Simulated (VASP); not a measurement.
**B: relaxation of cell and atoms with PBE**

The system is B.

```
B
1.0
    -1.05738    1.05738    1.05738
     1.05738   -1.05738    1.05738
     1.05738    1.05738   -1.05738
B
1
Direct
  0.00000 0.00000 0.00000
```

```
Program                : VASP 6.6.1
Task                   : relaxation of cell and atoms
Functional             : PBE
Potentials or basis    : VASP PAW PBE potentials, release 64 (B)
Cutoff                 : 600 eV
k mesh                 : 25 × 25 × 25
Occupations            : fermi-dirac, width 0.08 eV
Spin                   : no spin polarisation
Target pressure        : 100 GPa
Dipole correction      : no
Further INCAR settings : ALGO = Normal; EDIFF = 1e-06; IBRION = 2; EDIFFG = -0.005; NSW = 32; ISIF = 3
```

| Quantity | Value |
| --- | --- |
| Pressure after relaxing | 99.9 GPa |

Final structure:
```xyz
1
Lattice="-1.0574 1.0574 1.0574 1.0574 -1.0574 1.0574 1.0574 1.0574 -1.0574" Properties=species:S:1:pos:R:3 pbc="T T T"
B     0.0000    0.0000    0.0000
```

Levels at points of the mesh, in eV from the Fermi level:
| k point | band 1 | band 2 | band 3 | band 4 |
| --- | --- | --- | --- | --- |
| (0.00, 0.00, 0.00) | -21.96 | 19.63 | 19.63 | 19.63 |

Wall time 3.5 s on 1 thread of Intel(R) Xeon(R) Platinum 8488C (Sapphire Rapids), on a shared host, peak memory 0.11 GiB.

Caveat: the relaxation stopped at its first step, so nothing moved; the cell is relaxed towards a set pressure, so the enthalpy falls and the energy may rise.
